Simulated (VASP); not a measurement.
# Si (Fd-3m) in VASP: a series of runs

Runs on Si. Level: PBE. Tasks: single point.

Everything below comes from runs of VASP 6.6.1. Logs are shortened: lines on timing, memory, paths and dates and some standing lists are left out, and cuts for length are marked.

## (1) The cell of the first run

It takes space group Fd-3m (No. 227, cubic). Conventional cell: a = 5.443 Å, b = 5.443 Å, c = 5.443 Å, α = 90.00°, β = 90.00°, γ = 90.00°. Si (site symmetry -43m) has 4 Si at 2.36 Å within 3.1 Å.

## (2) Single point, PBE

INCAR

```
PREC = Accurate
ENCUT = 500
EDIFF = 1E-6
ISMEAR = 1
SIGMA = 0.0895
LREAL = False
LASPH = True
NELM = 120
ALGO = Normal
ISIF = 2
LWAVE = False
LCHARG = False
GGA = PE
NBANDS = 11
GGA_COMPAT = False
```

KPOINTS

```
regular mesh
0
Gamma
  10 10 10
```

POSCAR

```
Si
1.0
    0.0000000000      2.7216000000      2.7216000000
    2.7216000000      0.0000000000      2.7216000000
    2.7216000000      2.7216000000      0.0000000000
Si
2
Direct
    0.5000000000      0.5000000000      0.5000000000
    0.7500000000      0.7500000000      0.7500000000
```

Potentials or basis: VASP PAW PBE potentials, release 64 (Si).

Command:

```
cat potpaw_PBE.64/Si/POTCAR > POTCAR
mpirun -np 1 vasp_std > vasp.out
```

OUTCAR:

```text
PREC = Accurate
   ENCUT = 500
   EDIFF = 1E-6
   ISMEAR = 1
   LREAL = False
   LASPH = True
   NELM = 120
   ISIF = 2
   GGA = PE

 ion  position               nearest neighbor table
   1  0.500  0.500  0.500-   2 2.36   2 2.36   2 2.36   2 2.36
   2  0.750  0.750  0.750-   1 2.36   1 2.36   1 2.36   1 2.36

  LATTYP: Found a face centered cubic cell.
 ALAT       =     5.4432000000

  Lattice vectors:

 A1 = (   0.0000000000,   2.7216000000,   2.7216000000)
 A2 = (   2.7216000000,   0.0000000000,   2.7216000000)
 A3 = (   2.7216000000,   2.7216000000,   0.0000000000)

Analysis of symmetry for initial positions (statically):
=====================================================================
 Subroutine PRICEL returns:
 Original cell was already a primitive cell.

 Routine SETGRP: Setting up the symmetry group for a
 face centered cubic supercell.

 Subroutine GETGRP returns: Found 48 space group operations
 (whereof 24 operations were pure point group operations)
 out of a pool of 48 trial point group operations.

The static configuration has the point symmetry T_d .
 The point group associated with its full space group is O_h .

Analysis of symmetry for dynamics (positions and initial velocities):
=====================================================================
 Subroutine PRICEL returns:
 Original cell was already a primitive cell.

 Routine SETGRP: Setting up the symmetry group for a
 face centered cubic supercell.

 Subroutine GETGRP returns: Found 48 space group operations
 (whereof 24 operations were pure point group operations)
 out of a pool of 48 trial point group operations.

The dynamic configuration has the point symmetry T_d .
 The point group associated with its full space group is O_h .

 Subroutine INISYM returns: Found 48 space group operations
 (whereof 24 operations are pure point group operations),
 and found     1 'primitive' translations

----------------------------------------------------------------------------------------

                                     Primitive cell

  volume of cell :      40.3184

  direct lattice vectors                    reciprocal lattice vectors
     0.000000000  2.721600000  2.721600000    -0.183715461  0.183715461  0.183715461
     2.721600000  0.000000000  2.721600000     0.183715461 -0.183715461  0.183715461
     2.721600000  2.721600000  0.000000000     0.183715461  0.183715461 -0.183715461

  length of vectors
     3.848923631  3.848923631  3.848923631     0.318204513  0.318204513  0.318204513

  position of ions in fractional coordinates (direct lattice)
     0.500000000  0.500000000  0.500000000
     0.750000000  0.750000000  0.750000000

  ion indices of the primitive-cell ions
   primitive index   ion index
                 1           1
                 2           2

----------------------------------------------------------------------------------------

 KPOINTS: regular mesh

Automatic generation of k-mesh.
 Grid dimensions read from file:
 generate k-points for:   10   10   10

 Generating k-lattice:

  Cartesian coordinates                     Fractional coordinates (reciprocal lattice)
    -0.018371546  0.018371546  0.018371546     0.100000000  0.000000000  0.000000000
     0.018371546 -0.018371546  0.018371546     0.000000000  0.100000000  0.000000000
     0.018371546  0.018371546 -0.018371546     0.000000000  0.000000000  0.100000000

  Length of vectors
     0.031820451  0.031820451  0.031820451

  Shift w.r.t. Gamma in fractional coordinates (k-lattice)
     0.000000000  0.000000000  0.000000000

 Subroutine IBZKPT returns following result:
 ===========================================

 Found     47 irreducible k-points:

 Following reciprocal coordinates:
            Coordinates               Weight
  0.000000  0.000000  0.000000      1.000000
  0.100000  0.000000  0.000000      8.000000
  0.200000  0.000000  0.000000      8.000000
  0.300000  0.000000  0.000000      8.000000
  0.400000  0.000000  0.000000      8.000000
  0.500000  0.000000  0.000000      4.000000
[... 16 lines left out ...]
  0.300000  0.300000  0.000000      6.000000
  0.400000  0.300000  0.000000     24.000000
 [... further k-points ...]
   k-points           NKPTS =     47   k-points in BZ     NKDIM =     47   number of bands    NBANDS=     11
   number of dos      NEDOS =    301   number of ions     NIONS =      2
   total plane-waves  NPLWV =  21952
   dimension x,y,z NGX =    28 NGY =   28 NGZ =   28
   dimension x,y,z NGXF=    56 NGYF=   56 NGZF=   56
   ions per type =               2
   NGX,Y,Z   is equivalent  to a cutoff of  12.09, 12.09, 12.09 a.u.
   NGXF,Y,Z  is equivalent  to a cutoff of  24.19, 24.19, 24.19 a.u.
 SYSTEM =  unknown system
   PREC   = accura    normal or accurate (medium, high low for compatibility)
   ISTART =      0    job   : 0-new  1-cont  2-samecut
   ICHARG =      2    charge: 1-file 2-atom 10-const
   ISPIN  =      1    spin polarized calculation?
   LNONCOLLINEAR =      F non collinear calculations
   LSORBIT =      F    spin-orbit coupling
   LASPH  =      T    aspherical Exc in radial PAW
   ENCUT  =  500.0 eV  36.75 Ry    6.06 a.u.   7.02  7.02  7.02*2*pi/ulx,y,z
   NELM   =    120;   NELMIN=  2; NELMDL= -5     # of ELM steps
   EDIFF  = 0.1E-05   stopping-criterion for ELM
   LREAL  =      F    real-space projection
   EDIFFG = 0.1E-04   stopping-criterion for IOM
   NSW    =      0    number of steps for IOM
   IBRION =     -1    ionic relax: 0-MD 1-quasi-New 2-CG
   NFREE  =      0    steps in history (QN), initial steepest desc. (CG)
   ISIF   =      2    stress and relaxation
   ISYM   =      2    0-nonsym 1-usesym 2-fastsym
   POTIM  = 0.5000    time-step for ionic-motion
   TEBEG  =    0.0;   TEEND  =   0.0 temperature during run
   PSTRESS=    0.0 pullay stress
   NELECT =       8.0000    total number of electrons
   NUPDOWN=      -1.0000    fix difference up-down
   EMIN   =  10.00;   EMAX   =-10.00  energy-range for DOS
   EFERMI =   0.00;   METHOD = LEGACY
   ISMEAR =     1;   SIGMA  =   0.09  broadening in eV -4-tet -1-fermi 0-gaus
   EFERMI_NEDOS =   21; number of points for ismear=-14 and -15
   IALGO  =     38    algorithm
   IMIX   =      4    mixing-type and parameters
     AMIX     =   0.40;   BMIX     =  1.00
     AMIX_MAG =   1.60;   BMIX_MAG =  1.00
  volume/ion in A,a.u.               =      20.16       136.04
  Fermi-wavevector in a.u.,A,eV,Ry     =   0.954854  1.804413 12.405073  0.911747
  Thomas-Fermi vector in A             =   2.083639
   LORBIT       =      0    0 simple, 1 ext, 2 COOP (PROOUT), +10 PAW based schemes
   GGA     = PE    functional components
   LHFCALC =     F    Hartree Fock is set to
   AEXX    =    0.0000 exact exchange contribution
   IVDW    =     0    specifies the selected vdW correction
   LEPSILON=     F    determine dielectric tensor
   LRPA    =     F    only Hartree local field effects (RPA)
 non-spin polarized calculation
 Methfessel and Paxton  Order N= 1 SIGMA  =   0.09
  energy-cutoff  :      500.00
  volume of cell :       40.32
 maximum number of plane-waves:      1034
   NGX = 13   NGY = 13   NGZ = 13

 number of electron       8.0000001 magnetization

 Free energy of the ion-electron system (eV)
  ---------------------------------------------------
  ext. energy  EPLUGINS =         0.00000000
  ---------------------------------------------------
  free energy    TOTEN  =       -10.84690484 eV

  energy without entropy =      -10.84692218  energy(sigma->0) =      -10.84691062

 E-fermi :   5.8310     XC(G=0):  -9.3822

 val. band max:        5.7562349236   @ k =   0.0000   0.0000   0.0000
 cond. band min:       6.3500412705   @ k =   0.4000   0.4000   0.0000
 fundamental gap:      0.5938063470
 Fermi energy:         5.8309795992

 k-point     1 :       0.0000    0.0000    0.0000
  band No.  band energies     occupation
      1      -6.1538      2.00000
      2       5.7562      1.99700
      3       5.7562      1.99700
      4       5.7562      1.99700
      5       8.3192      0.00000
      6       8.3192      0.00000
      7       8.3192      0.00000
      8       9.0506      0.00000
      9      13.4729      0.00000
     10      13.4729      0.00000
     11      13.6885      0.00000

 k-point     2 :       0.1000    0.0000    0.0000
  band No.  band energies     occupation
      1      -6.0237      2.00000
      2       4.6132      2.00000
      3       5.5596      2.00016
      4       5.5596      2.00016
      5       8.3162      0.00000
      6       8.6091      0.00000
      7       8.6091      0.00000
      8       9.9870      0.00000
      9      13.1188      0.00000
     10      13.1188      0.00000
     11      14.2237      0.00000

 k-point     3 :       0.2000    0.0000    0.0000
  band No.  band energies     occupation
      1      -5.6395      2.00000
      2       2.7586      2.00000
      3       5.1815      2.00000
      4       5.1815      2.00000
      5       7.9566      0.00000
      6       9.1148      0.00000
      7       9.1148      0.00000
      8      11.7539      0.00000
      9      12.8059      0.00000
     10      12.8059      0.00000
     11      14.8830      0.00000
[... 267 lines left out ...]
 k-point    23 :       0.3000    0.3000    0.0000
  band No.  band energies     occupation
      1      -4.6137      2.00000
      2       1.3469      2.00000
      3       3.5442      2.00000
      4       3.5442      2.00000
      5       6.6283     -0.00000
      6       8.1788      0.00000
      7      12.3827      0.00000
      8      12.3827      0.00000
      9      14.8138      0.00000
     10      15.2037      0.00000
     11      18.1800      0.00000

 k-point    24 :       0.4000    0.3000    0.0000
  band No.  band energies     occupation
      1      -4.0047      2.00000
      2       0.3468      2.00000
      3       2.9230      2.00000
      4       3.3406      2.00000
      5       6.8160     -0.00000
      6       8.0087      0.00000
      7      12.6799      0.00000
      8      12.8033      0.00000
      9      16.2069      0.00000
     10      16.4541      0.00000
     11      17.8722      0.00000

 [... further k-points ...]

------------------------ aborting loop because EDIFF is reached ----------------------------------------

  FORCE on cell =-STRESS in cart. coord.  units (eV):
  Direction    XX          YY          ZZ          XY          YZ          ZX
  --------------------------------------------------------------------------------------
  -------------------------------------------------------------------------------------
  Total        0.3229953      0.3229953      0.3229953     -0.0000000     -0.0000000      0.0000000
  in kB       12.8352354     12.8352354     12.8352354     -0.0000000     -0.0000000      0.0000000
  external PRESSURE =      12.8352354 kB  Pullay stress =       0.0000000 kB

 VOLUME and BASIS-vectors are now :
 -----------------------------------------------------------------------------
  energy-cutoff  :      500.00
  volume of cell :       40.32
      direct lattice vectors                 reciprocal lattice vectors
     0.000000000  2.721600000  2.721600000    -0.183715461  0.183715461  0.183715461
     2.721600000  0.000000000  2.721600000     0.183715461 -0.183715461  0.183715461
     2.721600000  2.721600000  0.000000000     0.183715461  0.183715461 -0.183715461

 POSITION                                       TOTAL-FORCE (eV/Angst)
 -----------------------------------------------------------------------------------
      2.72160      2.72160      2.72160         0.000000     -0.000000     -0.000000
      4.08240      4.08240      4.08240        -0.000000      0.000000      0.000000
 -----------------------------------------------------------------------------------
    total drift:                                0.000000      0.000000     -0.000000

  FREE ENERGIE OF THE ION-ELECTRON SYSTEM (eV)
  ---------------------------------------------------
  free  energy   TOTEN  =       -10.8469048407 eV

  energy  without entropy=      -10.8469221848  energy(sigma->0) =      -10.84691062
```

It took 6.7 s on 1 thread of AMD EPYC 9R45 (Zen 5), shared host; peak memory 0.12 GiB.

What came out:

* Free energy: -10.8469 eV
* Pressure: 1.3 GPa
* Band gap on the k mesh: 0.59 eV (least direct gap 2.56 eV)

Levels at points of the mesh, in eV from the valence-band top:
```
           k point  band 1  band 2  band 3  band 4  band 5  band 6  band 7  band 8  band 9
(0.00, 0.00, 0.00)  -11.91    0.00    0.00    0.00    2.56    2.56    2.56    3.29    7.72
(0.50, 0.00, 0.00)   -9.60   -6.93   -1.19   -1.19    1.52    3.34    3.34    7.72   10.53
(0.50, 0.50, 0.00)   -7.79   -7.79   -2.83   -2.83    0.72    0.72   10.06   10.06   10.95
```

## (3) Single point, PBE

INCAR

```
  ALGO = Normal
  EDIFF = 1E-6
  ENCUT = 500
  GGA = PE
  GGA_COMPAT = F
  ISIF = 2
  ISMEAR = -1
  LASPH = T
  LCHARG = F
  LREAL = F
  LWAVE = F
  NBANDS = 11
  NELM = 120
  PREC = Accurate
  SIGMA = 0.1
```

KPOINTS

```
k-points
0
Gamma
  10 10 10
```

POSCAR is that of step 2.

Potentials or basis: VASP PAW PBE potentials, release 64 (Si).

Command:

```
cat potpaw_PBE.64/Si/POTCAR > POTCAR
mpirun -np 1 vasp_std > vasp.out
```

Run time: 6.9 s. Hardware: 1 thread of AMD EPYC 9R45 (Zen 5), shared host; peak memory 0.12 GiB.

It converged, with:

| Item | Value |
| --- | --- |
| Free energy | -10.8471 eV |
| Pressure | 1.3 GPa |
| Band gap on the k mesh | 0.59 eV (least direct gap 2.56 eV) |

Levels at points of the mesh, in eV from the valence-band top:
```csv
k point,band 1,band 2,band 3,band 4,band 5,band 6,band 7,band 8
"(0.00, 0.00, 0.00)",-11.91,0.00,0.00,0.00,2.56,2.56,2.56,3.29
"(0.50, 0.00, 0.00)",-9.60,-6.93,-1.19,-1.19,1.52,3.34,3.34,7.72
"(0.50, 0.50, 0.00)",-7.79,-7.79,-2.83,-2.83,0.72,0.72,10.06,10.06
```

A k mesh can miss the band edges.
